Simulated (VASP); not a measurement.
Here is a VASP 6.6.1 calculation.

File INCAR:

```
ALGO = Normal
EDIFF = 1E-6
ENCUT = 520
GGA = PE
GGA_COMPAT = False
ISIF = 2
ISMEAR = -1
LASPH = True
LCHARG = True
LELF = True
LREAL = Auto
LVHAR = True
LWAVE = False
NBANDS = 82
NELECT = 120.0
NELM = 120
PREC = Accurate
SIGMA = 0.01
```

File KPOINTS:

```
Automatic mesh
0
Gamma
  1 1 1
  0.25 0.25 0.25
```

File POSCAR:

```
Al16BN14
1.0
    6.2595139128      0.0000000578      0.0000000000
   -3.1297570064      5.4208980350      0.0000000000
    0.0000000000      0.0000000000     10.0348065929
Al N B
16 14 1
Direct
    0.3333333300      0.1666666650      0.2496176900
    0.1666666700      0.3333333350      0.4996176900
    0.3333333300      0.1666666650      0.7496176900
    0.1666666700      0.3333333350      0.9996176900
    0.3333333300      0.6666666650      0.2496176900
    0.1666666700      0.8333333350      0.4996176900
    0.3333333300      0.6666666650      0.7496176900
    0.1666666700      0.8333333350      0.9996176900
    0.8333333300      0.1666666650      0.2496176900
    0.6666666700      0.3333333350      0.4996176900
    0.8333333300      0.1666666650      0.7496176900
    0.6666666700      0.3333333350      0.9996176900
    0.8333333300      0.6666666650      0.2496176900
    0.6666666700      0.8333333350      0.4996176900
    0.8333333300      0.6666666650      0.7496176900
    0.6666666700      0.8333333350      0.9996176900
    0.3333333300      0.1666666650      0.4403823100
    0.1666666700      0.3333333350      0.1903823100
    0.3333333300      0.1666666650      0.9403823100
    0.1666666700      0.3333333350      0.6903823100
    0.3333333300      0.6666666650      0.4403823100
    0.3333333300      0.6666666650      0.9403823100
    0.1666666700      0.8333333350      0.6903823100
    0.8333333300      0.1666666650      0.4403823100
    0.6666666700      0.3333333350      0.1903823100
    0.8333333300      0.1666666650      0.9403823100
    0.6666666700      0.3333333350      0.6903823100
    0.6666666700      0.8333333350      0.1903823100
    0.8333333300      0.6666666650      0.9403823100
    0.6666666700      0.8333333350      0.6903823100
    0.8333333300      0.6666666650      0.4403823100
```

Potentials or basis: VASP PAW PBE potentials, release 64 (Al, N, B).

The run is started by

```bash
$ cat potpaw_PBE.64/Al/POTCAR potpaw_PBE.64/N/POTCAR potpaw_PBE.64/B/POTCAR > POTCAR
$ mpirun -np 1 vasp_std > vasp.out
```

Task: Estimate the largest force.

Result: 2.875 eV/Å.

Forces in eV/Å, atoms in the order of the input:
```
Al  -0.014  0.662  0.657
Al  -0.171 -0.099  0.261
Al  -0.122  0.052 -0.282
Al  -0.168 -0.097 -0.199
Al   0.566 -0.343  0.657
Al   2.381  1.375  0.840
Al  -0.016 -0.131 -0.282
Al   0.138  0.080 -0.969
Al   0.049  0.029  0.647
Al  -0.053 -2.622  1.134
Al   0.085  0.049 -0.080
Al   0.150 -0.132 -0.248
Al  -0.362 -0.209 -2.029
Al  -2.297  1.265  1.134
Al   0.019  0.011 -0.464
Al  -0.039  0.196 -0.248
N    0.010 -0.291 -0.774
N   -0.009 -0.005 -0.238
N   -0.018 -0.118  0.574
N    0.080  0.046 -0.008
N   -0.247  0.154 -0.774
N   -0.111  0.043  0.574
N    0.073  0.042  0.177
N    0.068  0.039 -0.465
N   -0.084 -0.238 -0.323
N   -0.004 -0.002  0.174
N   -0.036 -0.110  0.309
N   -0.248  0.046 -0.323
N    0.137  0.079  0.704
N   -0.113  0.024  0.309
B    0.354  0.204 -0.446
```

Caveat: the k points lie up to 0.58 Å⁻¹ apart; the cell carries a net charge on a neutralising background, which shifts energy and pressure.
